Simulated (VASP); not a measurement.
A run of VASP 6.6.1:

File INCAR:

```
  ALGO = Normal
  EDIFF = 1E-6
  ENCUT = 500
  GGA = CA
  GGA_COMPAT = False
  ISIF = 2
  ISMEAR = 0
  LASPH = True
  LCHARG = False
  LORBIT = 11
  LORBMOM = True
  LREAL = False
  LSORBIT = True
  LWAVE = False
  MAGMOM = 0 0 0 0 0 0
  NBANDS = 32
  NELM = 200
  PREC = Accurate
  SIGMA = 0.01
```

Contents of KPOINTS:

```
k-points
0
Gamma
  6 6 6
```

The input POSCAR:

```
TlCl
1.0
    3.6938912584      0.0000000000      0.0000000000
    0.0000000000      3.6938912584      0.0000000000
    0.0000000000      0.0000000000      3.6754218021
Tl Cl
1 1
Direct
    0.0000000000      0.0000000000      0.0000000000
    0.5000000000      0.5000000000      0.5000000000
```

Potentials or basis: VASP PAW LDA potentials, release 64 (Tl_d, Cl).

The run is started by

```sh
$ cat potpaw_LDA.64/Tl_d/POTCAR potpaw_LDA.64/Cl/POTCAR > POTCAR
$ mpirun -np 1 vasp_ncl > vasp.out
```

Hardware: 1 thread of AMD EPYC 9R45 96-Core Processor (Zen 5), on a shared host.

Question: Estimate the wall time of this run.

Answer: Wall time 59 s on 1 thread of AMD EPYC 9R45 96-Core Processor (Zen 5) (shared host), peak memory 0.22 GiB. Counts: scf iterations 13, k points 40.
